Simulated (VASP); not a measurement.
# LiMg12: relaxation of the atoms with PBE

The system is LiMg12, a slab with vacuum.

```
Mg Li
1.0
     6.42000    0.00000    0.00000
     3.21000    5.55988    0.00000
     0.00000    0.00000   18.21304
Mg Li
12 1
Direct
  0.00000 0.00000 0.05491
  0.50000 0.00000 0.05491
  0.00000 0.50000 0.05491
  0.50000 0.50000 0.05491
  0.83333 0.33333 0.19802
  0.33333 0.33333 0.19802
  0.83333 0.83333 0.19802
  0.33333 0.83333 0.19802
  0.00000 0.00000 0.34113
  0.50000 0.00000 0.34113
  0.00000 0.50000 0.34113
  0.50000 0.50000 0.34113
  0.67746 0.16547 0.45588
```

- Program: VASP 6.6.1
- Task: relaxation of the atoms
- Functional: PBE
- Potentials or basis: VASP PAW PBE potentials, release 64 (Mg, Li_sv)
- Cutoff: 520 eV
- k mesh: 3 × 3 × 1
- Occupations: gaussian, width 0.15 eV
- Spin: no spin polarisation
- Dipole correction: no
- Atoms held fixed (from 0): [0, 1, 2, 3]
- Further INCAR settings: ALGO = Normal; EDIFF = 1e-06; IBRION = 2; EDIFFG = -0.03; NSW = 80

* Energy gained by relaxing: 5.6 meV/atom
* Ionic steps: 12
* Band gap on the k mesh: zero (an odd number of electrons rules out a gap without spin polarisation)

The path:
| step | energy change (eV) | largest force on free atoms (eV/Å) | pressure (GPa) |
| --- | --- | --- | --- |
| 1 | 0.0000 | 0.4064 | -0.49 |
| 2 | -0.0224 | 0.3106 | -0.50 |
| 3 | -0.0552 | 0.1063 | -0.52 |
| 4 | -0.0559 | 0.1133 | -0.52 |
| 5 | -0.0600 | 0.0874 | -0.52 |
| 6 | -0.0667 | 0.0330 | -0.52 |
| 7 | -0.0671 | 0.0424 | -0.52 |
| 8 | -0.0682 | 0.0470 | -0.51 |
| 9 | -0.0697 | 0.0594 | -0.50 |
| 10 | -0.0707 | 0.0442 | -0.48 |
| 11 | -0.0721 | 0.0333 | -0.44 |
| 12 | -0.0726 | 0.0218 | -0.42 |

Final structure:
```
CELL_PARAMETERS angstrom
6.42000 0.00000 0.00000
3.21000 5.55988 0.00000
0.00000 0.00000 18.21304
ATOMIC_POSITIONS crystal
Mg 0.00000 0.00000 0.05491
Mg 0.50000 0.00000 0.05491
Mg 0.00000 0.50000 0.05491
Mg 0.50000 0.50000 0.05491
Mg 0.83417 0.33399 0.19528
Mg 0.33208 0.33398 0.19555
Mg 0.83418 0.83187 0.19540
Mg 0.33396 0.83326 0.19490
Mg 0.00546 0.99738 0.33258
Mg 0.49851 0.99803 0.33347
Mg 0.00012 0.49993 0.34465
Mg 0.49821 0.50429 0.33307
Li 0.67360 0.16625 0.45707
```

Levels at points of the mesh, in eV from the Fermi level:
| k point | band 11 | band 12 | band 13 | band 14 | band 15 | band 16 |
| --- | --- | --- | --- | --- | --- | --- |
| (0.00, 0.00, 0.00) | -1.25 | -0.83 | -0.80 | -0.80 | -0.25 | -0.24 |

Run time: 30 min on 1 thread of Intel Xeon 8259CL (shared host), peak memory 0.73 GiB.

Caveat: the k points lie up to 0.38 Å⁻¹ apart, too coarse for converged energies and pressures of a metal; the cutoff is under 1.25 times the usual one of these potentials, so pressure, stress and relaxed cells hold a basis-set (Pulay) error; there is no dipole correction, which matters where the two faces differ.
